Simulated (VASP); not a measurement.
# GaSb: single point with PBE

The system is GaSb.

```
Ga Sb
1.0
     0.00000    3.11900    3.11900
     3.11900    0.00000    3.11900
     3.11900    3.11900    0.00000
Ga Sb
1 1
Direct
  0.00000 0.00000 0.00000
  0.75000 0.75000 0.75000
```

This cell differs from its parent crystal: volume scaled by 1.06.

```yaml
Program: VASP 6.6.1
Task: single point
Functional: PBE
Potentials_or_basis: VASP PAW PBE potentials, release 64 (Ga_d, Sb)
Cutoff: 520 eV
k_mesh: 9 × 9 × 9
Occupations: fermi-dirac, width 0.05 eV
Spin: no spin polarisation
Dipole_correction: no
Further_INCAR_settings: ALGO = Normal; EDIFF = 1e-06; NBANDS = 16
```

```
Pressure               : -0.4 GPa
Band gap on the k mesh : zero (filled and empty bands touch)
```

Levels at points of the mesh, in eV from the Fermi level:
| k point | band 5 | band 6 | band 7 | band 8 | band 9 | band 10 | band 11 | band 12 | band 13 | band 14 |
| --- | --- | --- | --- | --- | --- | --- | --- | --- | --- | --- |
| (0.00, 0.00, 0.00) | -14.94 | -11.13 | -0.42 | -0.05 | -0.05 | -0.05 | 2.74 | 2.74 | 2.74 | 5.70 |

Wall time 40 s on 1 thread of Intel(R) Xeon(R) Platinum 8375C CPU @ 2.90GHz (Ice Lake), with other jobs on the host, peak memory 0.21 GiB.

Caveat: spin-orbit coupling is left out, which moves the levels of the heavy elements.
